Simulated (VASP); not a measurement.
Crystal: SiTe.

```
Si Te
1.0
     3.71434    0.00000    0.00000
    -1.85717    3.21671    0.00000
     0.00000    0.00000    4.97637
Si Te
1 1
Direct
  0.00000 0.00000 0.50000
  0.00000 0.00000 0.00000
```

```yaml
Program: VASP 6.6.1
Task: relaxation of cell and atoms
Functional: HF
Potentials_or_basis: VASP PAW PBE potentials, release 64 (Si, Te)
Cutoff: 500 eV
k_mesh: 4 × 4 × 3
Occupations: fermi-dirac, width 0.05 eV
Spin: no spin polarisation
```

At the start: pressure 5.9 GPa; volume 29.73 Å³/atom.

Task: How do energy, volume and symmetry change on relaxing?

Result: Over 10 steps the energy falls by 664.2 meV/atom and the volume is 24.68 Å³/atom (-17.0 %); space group P6/mmm (No. 191, to 0.1 Å) before and after.

The path:
```
step  energy change (eV)  largest force (eV/Å)  pressure (GPa)  volume (Å³)
   1              0.0000                0.0000            5.89        59.46
   2             -0.5528                0.0000           -9.55        67.62
   3             -0.5944                0.0000           -7.54        64.63
   4             -0.6306                0.0000           -8.64        65.80
   5             -1.2276                0.0000           -3.64        53.80
   6             -1.2274                0.0000           -3.88        53.99
   7             -1.3245                0.0000           -0.71        49.78
   8             -1.3250                0.0000           -0.96        50.01
   9             -1.3267                0.0000            0.70        48.90
  10             -1.3285                0.0000           -0.01        49.35
```

Final structure:
```cif
data_structure
_symmetry_space_group_name_H-M 'P 1'
_symmetry_Int_Tables_number 1
_cell_length_a 3.1308
_cell_length_b 3.1308
_cell_length_c 5.8137
_cell_angle_alpha 90.000
_cell_angle_beta 90.000
_cell_angle_gamma 120.000
_cell_volume 49.35
loop_
_atom_site_label
_atom_site_type_symbol
_atom_site_fract_x
_atom_site_fract_y
_atom_site_fract_z
_atom_site_occupancy
Si1 Si 0.00000 0.00000 0.50000 1
Te1 Te 0.00000 0.00000 0.00000 1
```

Caveat: the k points lie up to 0.58 Å⁻¹ apart in the final cell, too coarse for converged energies and pressures of a metal; the volume moved by over 15 % at a fixed basis, so the end points are rough; the PAW data sets were made with another functional, which shifts forces and pressure a little.
